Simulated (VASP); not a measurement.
Wanted: the native input for a VASP 6.6.1 run.

```
Task                   : single point
Functional             : LDA
Potentials or basis    : VASP PAW LDA potentials, release 64 (B, N)
Cutoff                 : 520 eV
k mesh                 : 12 × 12 × 4
Occupations            : gaussian, width 0.01 eV
Spin                   : no spin polarisation
Dipole correction      : no
Further INCAR settings : ALGO = Normal; EDIFF = 1e-07; NBANDS = 16
```

The structure of BN lies in POSCAR:

```
BN
1.0
    2.4982400000      0.0000000000      0.0000000000
   -1.2491200000      2.1635393048      0.0000000000
    0.0000000000      0.0000000000      6.6357000000
B N
2 2
Direct
    0.3333333333      0.6666666667      0.2500000000
    0.6666666667      0.3333333333      0.7500000000
    0.3333333333      0.6666666667      0.7500000000
    0.6666666667      0.3333333333      0.2500000000
```

The input as run:

INCAR

```
SYSTEM = BN
  ALGO = Normal
  EDIFF = 1E-7
  ENCUT = 520
  ISIF = 2
  ISMEAR = 0
  LASPH = .TRUE.
  LCHARG = .FALSE.
  LREAL = .FALSE.
  LWAVE = .FALSE.
  NBANDS = 16
  NELM = 60
  PREC = Accurate
  SIGMA = 0.01
```

KPOINTS

```
k-points
0
G
  12 12 4
  0 0 0
```

Potentials or basis: VASP PAW LDA potentials, release 64 (B, N).

Command:

```sh
$ cat potpaw_LDA.64/B/POTCAR potpaw_LDA.64/N/POTCAR > POTCAR
$ mpirun -np 1 vasp_std > vasp.out
```

It gave:

```
Pressure               : -2.5 GPa
Band gap on the k mesh : 4.09 eV, indirect (least direct gap 4.51 eV)
```

It took 15 s on 1 thread of Intel(R) Xeon(R) 6975P-C (Granite Rapids) (shared host), peak memory 0.14 GiB.
